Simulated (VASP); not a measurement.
# SrO (Fm-3m) in VASP: single point with PBE

Aim: the single point of SrO with PBE.

All numbers are computed with VASP 6.6.1; they aren't measurements. Logs are shortened: lines on timing, memory, paths and dates and some standing lists are left out, and cuts for length are marked.

## Step 1: The cell of the first run

Symmetry: Fm-3m, No. 225, cubic system. The conventional cell has a = 5.195 Å, b = 5.195 Å, c = 5.195 Å, α = 90.00°, β = 90.00°, γ = 90.00°. Within 3.4 Å of Sr (site symmetry m-3m) lie 6 O at 2.60 Å. O (site symmetry m-3m) has 6 Sr at 2.60 Å within 3.4 Å.

## Step 2: Single point, PBE

INCAR reads:

```
SYSTEM = SrO
PREC = Accurate ; ENCUT = 600
EDIFF = 1E-6 ; ISMEAR = 0
SIGMA = 0.02 ; LREAL = Auto
LASPH = .True. ; NELM = 120
ALGO = Normal ; ISIF = 2
LWAVE = .False. ; LCHARG = .True.
GGA = PE ; LELF = .True.
LVHAR = .True. ; NBANDS = 150
GGA_COMPAT = .False.
```

KPOINTS reads:

```
Automatic mesh
0
Gamma
  2 2 2
  0.5 0.5 0.5
```

POSCAR reads:

```
SrO
1.0
   -5.1949040411      5.1949040411     -5.1949040411
    5.1949040411      5.1949040411      5.1949040411
    5.1949040411     -5.1949040411     -5.1949040411
Sr O
16 16
Direct
    0.2500000000      0.5000000000      0.7500000000
    0.0000000000      0.7500000000      0.7500000000
    0.5000000000      0.5000000000      0.5000000000
    0.7500000000      0.0000000000      0.7500000000
    0.2500000000      0.7500000000      0.5000000000
    0.5000000000      0.2500000000      0.7500000000
    0.0000000000      0.0000000000      0.5000000000
    0.7500000000      0.5000000000      0.2500000000
    0.5000000000      0.7500000000      0.2500000000
    0.7500000000      0.2500000000      0.5000000000
    0.0000000000      0.5000000000      0.0000000000
    0.2500000000      0.0000000000      0.2500000000
    0.0000000000      0.2500000000      0.2500000000
    0.7500000000      0.7500000000      0.0000000000
    0.5000000000      0.0000000000      0.0000000000
    0.2500000000      0.2500000000      0.0000000000
    0.2500000000      0.7500000000      0.0000000000
    0.0000000000      0.0000000000      0.0000000000
    0.5000000000      0.7500000000      0.7500000000
    0.7500000000      0.2500000000      0.0000000000
    0.2500000000      0.0000000000      0.7500000000
    0.5000000000      0.5000000000      0.0000000000
    0.0000000000      0.2500000000      0.7500000000
    0.7500000000      0.7500000000      0.5000000000
    0.5000000000      0.0000000000      0.5000000000
    0.7500000000      0.5000000000      0.7500000000
    0.0000000000      0.7500000000      0.2500000000
    0.2500000000      0.2500000000      0.5000000000
    0.0000000000      0.5000000000      0.5000000000
    0.7500000000      0.0000000000      0.2500000000
    0.5000000000      0.2500000000      0.2500000000
    0.2500000000      0.5000000000      0.2500000000
```

Potentials or basis: VASP PAW PBE potentials, release 64 (Sr_sv, O).

Launch:

```sh
> cat potpaw_PBE.64/Sr_sv/POTCAR potpaw_PBE.64/O/POTCAR > POTCAR
> mpirun -np 1 vasp_std > vasp.out
```

OUTCAR:

```text
SYSTEM = SrO
   PREC = Accurate
   ENCUT = 600
   EDIFF = 1E-6
   ISMEAR = 0
   LREAL = Auto
   LASPH = .True.
   NELM = 120
   ISIF = 2
   GGA = PE

 ion  position               nearest neighbor table
   1  0.250  0.500  0.750-  17 2.60  19 2.60  22 2.60  23 2.60  28 2.60  29 2.60  16 3.67   2 3.67
                             3 3.67   5 3.67   6 3.67   9 3.67  11 3.67  13 3.67  14 3.67  15 3.67
   2  0.000  0.750  0.750-  17 2.60  18 2.60  21 2.60  24 2.60  26 2.60  29 2.60  14 3.67   1 3.67
                             4 3.67   5 3.67   7 3.67  11 3.67  12 3.67   8 3.67  16 3.67  15 3.67
   3  0.500  0.500  0.500-  19 2.60  24 2.60  26 2.60  28 2.60  31 2.60  32 2.60  14 3.67   1 3.67
                             5 3.67   6 3.67   8 3.67   9 3.67  10 3.67  16 3.67   4 3.67   2 3.67
   4  0.750  0.000  0.750-  18 2.60  19 2.60  20 2.60  23 2.60  24 2.60  25 2.60  15 3.67   2 3.67
                             6 3.67   7 3.67  10 3.67  13 3.67  14 3.67   9 3.67  16 3.67  11 3.67
   5  0.250  0.750  0.500-  19 2.60  21 2.60  25 2.60  27 2.60  29 2.60  32 2.60  15 3.67   1 3.67
                             2 3.67   3 3.67   7 3.67   9 3.67  12 3.67  11 3.67   6 3.67   4 3.67
   6  0.500  0.250  0.750-  20 2.60  21 2.60  22 2.60  25 2.60  26 2.60  28 2.60  16 3.67   1 3.67
                             3 3.67   4 3.67   8 3.67  10 3.67  15 3.67  12 3.67  14 3.67  11 3.67
   7  0.000  0.000  0.500-  21 2.60  23 2.60  24 2.60  27 2.60  28 2.60  30 2.60  16 3.67   2 3.67
                             4 3.67   5 3.67  10 3.67  12 3.67  13 3.67  14 3.67   6 3.67   1 3.67
   8  0.750  0.500  0.250-  20 2.60  22 2.60  24 2.60  27 2.60  29 2.60  31 2.60  14 3.67   2 3.67
                             3 3.67   9 3.67  10 3.67  11 3.67  13 3.67   6 3.67   5 3.67   7 3.67
   9  0.500  0.750  0.250-  17 2.60  22 2.60  24 2.60  25 2.60  30 2.60  32 2.60  15 3.67   3 3.67
[... 17 lines left out ...]
  19  0.500  0.750  0.750-   1 2.60   3 2.60   4 2.60   5 2.60  14 2.60  15 2.60
  20  0.750  0.250  0.000-   4 2.60   6 2.60   8 2.60  11 2.60  13 2.60  15 2.60
  21  0.250  0.000  0.750-   2 2.60   5 2.60   6 2.60   7 2.60  15 2.60  16 2.60
  22  0.500  0.500  0.000-   1 2.60   6 2.60   8 2.60   9 2.60  14 2.60  16 2.60
[... 8 lines left out ...]
  31  0.500  0.250  0.250-   3 2.60   8 2.60  10 2.60  12 2.60  15 2.60  16 2.60
  32  0.250  0.500  0.250-   3 2.60   5 2.60   9 2.60  11 2.60  13 2.60  16 2.60

  LATTYP: Found a body centered cubic cell.
 ALAT       =    10.3898080822

  Lattice vectors:

 A1 = (  -5.1949040411,   5.1949040411,  -5.1949040411)
 A2 = (   5.1949040411,   5.1949040411,   5.1949040411)
 A3 = (   5.1949040411,  -5.1949040411,  -5.1949040411)

Analysis of symmetry for initial positions (statically):
=====================================================================
 Subroutine PRICEL returns following result:

  LATTYP: Found a face centered cubic cell.
 ALAT       =     5.1949040411

  Lattice vectors:

 A1 = (   2.5974520205,   0.0000000000,   2.5974520205)
 A2 = (  -0.0000000000,  -2.5974520205,   2.5974520206)
 A3 = (   2.5974520205,  -2.5974520205,  -0.0000000000)

  16 primitive cells build up your supercell.

 Routine SETGRP: Setting up the symmetry group for a
[... 130 lines left out ...]
  Thomas-Fermi vector in A             =   2.394046
   LORBIT       =      0    0 simple, 1 ext, 2 COOP (PROOUT), +10 PAW based schemes
   GGA     = PE    functional components
   LHFCALC =     F    Hartree Fock is set to
   AEXX    =    0.0000 exact exchange contribution
   IVDW    =     0    specifies the selected vdW correction
   LEPSILON=     F    determine dielectric tensor
   LRPA    =     F    only Hartree local field effects (RPA)
 non-spin polarized calculation
 Gauss-broadening in eV      SIGMA  =   0.02
  energy-cutoff  :      600.00
  volume of cell :      560.78
 maximum number of plane-waves:     18745
   NGX = 35   NGY = 35   NGZ = 35

 number of electron     256.0000071 magnetization

 Free energy of the ion-electron system (eV)
  ---------------------------------------------------
  ext. energy  EPLUGINS =         0.00000000
  ---------------------------------------------------
  free energy    TOTEN  =      -192.89629308 eV

  energy without entropy =     -192.89629308  energy(sigma->0) =     -192.89629308

 E-fermi :   1.6539     XC(G=0):  -9.8818

 val. band max:        1.4507739693   @ k =  -0.2500   0.2500   0.2500
 cond. band min:       5.0848548552   @ k =  -0.2500   0.2500   0.2500
 fundamental gap:      3.6340808859
 Fermi energy:         1.6539231235

 k-point     1 :       0.2500    0.2500    0.2500
  band No.  band energies     occupation
      1     -30.9184      2.00000
      2     -30.9184      2.00000
      3     -30.9184      2.00000
      4     -30.9184      2.00000
      5     -30.8402      2.00000
      6     -30.8402      2.00000
[... 132 lines left out ...]
    139       6.4847      0.00000
    140       6.4847      0.00000

 k-point     2 :      -0.2500    0.2500    0.2500
  band No.  band energies     occupation
      1     -30.9551      2.00000
      2     -30.8876      2.00000
      3     -30.8876      2.00000
      4     -30.8876      2.00000
      5     -30.8876      2.00000
      6     -30.8584      2.00000
[... 132 lines left out ...]
    139       7.5915      0.00000
    140       7.5919      0.00000
 [bands above 140 left out]

------------------------ aborting loop because EDIFF is reached ----------------------------------------

  FORCE on cell =-STRESS in cart. coord.  units (eV):
  Direction    XX          YY          ZZ          XY          YZ          ZX
  --------------------------------------------------------------------------------------
  -------------------------------------------------------------------------------------
  Total        1.4531336      1.4531336      1.4531336      0.0000000      0.0000000      0.0000000
  in kB        4.1516770      4.1516770      4.1516770      0.0000000      0.0000000      0.0000000
  external PRESSURE =       4.1516770 kB  Pullay stress =       0.0000000 kB

 VOLUME and BASIS-vectors are now :
 -----------------------------------------------------------------------------
  energy-cutoff  :      600.00
  volume of cell :      560.78
      direct lattice vectors                 reciprocal lattice vectors
    -5.194904041  5.194904041 -5.194904041     0.000000000  0.096248169 -0.096248169
     5.194904041  5.194904041  5.194904041     0.096248169  0.096248169  0.000000000
     5.194904041 -5.194904041 -5.194904041     0.096248169  0.000000000 -0.096248169

 POSITION                                       TOTAL-FORCE (eV/Angst)
 -----------------------------------------------------------------------------------
      5.19490      0.00000     -2.59745        -0.000000      0.000000      0.000000
      7.79236      0.00000      0.00000        -0.000000      0.000000     -0.000000
      2.59745      2.59745     -2.59745         0.000000      0.000000      0.000000
      0.00000      0.00000     -7.79236         0.000000     -0.000000     -0.000000
      5.19490      2.59745      0.00000        -0.000000     -0.000000     -0.000000
      2.59745      0.00000     -5.19490         0.000000     -0.000000      0.000000
[... 24 lines left out ...]
      0.00000      2.59745     -2.59745         0.000000     -0.000000     -0.000000
      2.59745      2.59745      0.00000        -0.000000     -0.000000     -0.000000
 -----------------------------------------------------------------------------------
    total drift:                               -0.000000     -0.000000     -0.000000

  FREE ENERGIE OF THE ION-ELECTRON SYSTEM (eV)
  ---------------------------------------------------
  free  energy   TOTEN  =      -192.8962930816 eV

  energy  without entropy=     -192.8962930816  energy(sigma->0) =     -192.89629308
```

OSZICAR:

```text
N       E                     dE             d eps       ncg     rms          rms(c)
DAV:   1     0.205615083993E+04    0.20562E+04   -0.14455E+05   600   0.183E+03
DAV:   2    -0.383205757684E+02   -0.20945E+04   -0.20236E+04   756   0.411E+02
DAV:   3    -0.218716733466E+03   -0.18040E+03   -0.17952E+03   744   0.110E+02
DAV:   4    -0.227567835135E+03   -0.88511E+01   -0.88304E+01   848   0.219E+01
DAV:   5    -0.228062891151E+03   -0.49506E+00   -0.49490E+00   848   0.412E+00    0.622E+01
DAV:   6    -0.193666332795E+03    0.34397E+02   -0.24744E+02   666   0.309E+01    0.848E+01
DAV:   7    -0.193768146396E+03   -0.10181E+00   -0.18718E+01   744   0.946E+00    0.583E+01
DAV:   8    -0.193160545250E+03    0.60760E+00   -0.10645E+01   636   0.764E+00    0.177E+01
DAV:   9    -0.192876298402E+03    0.28425E+00   -0.18933E+00   706   0.348E+00    0.464E+00
DAV:  10    -0.192897338312E+03   -0.21040E-01   -0.14564E-01   744   0.828E-01    0.263E+00
DAV:  11    -0.192895745556E+03    0.15928E-02   -0.39367E-02   848   0.451E-01    0.369E-01
DAV:  12    -0.192896340310E+03   -0.59475E-03   -0.95557E-03   840   0.198E-01    0.133E-01
DAV:  13    -0.192896275170E+03    0.65140E-04   -0.80234E-04   712   0.711E-02    0.820E-02
DAV:  14    -0.192896284765E+03   -0.95946E-05   -0.81618E-05   856   0.198E-02    0.180E-02
DAV:  15    -0.192896292479E+03   -0.77139E-05   -0.63008E-06   568   0.689E-03    0.237E-02
DAV:  16    -0.192896293082E+03   -0.60295E-06   -0.20512E-06   456   0.356E-03
   1 F= -.19289629E+03 E0= -.19289629E+03  d E =-.263406E-46
```

It used 1100 s of CPU time on 1 thread of AMD EPYC 7R13 Processor (Zen 3), on a shared host.

Results:

```
Free energy            : -192.8963 eV
Pressure               : 0.4 GPa
Band gap on the k mesh : 3.63 eV
```

Levels at points of the mesh, in eV from the valence-band top:
```tsv
k point	band 126	band 127	band 128	band 129	band 130	band 131
(0.25, 0.25, 0.25)	-0.52	-0.52	-0.52	5.03	5.03	5.03
```
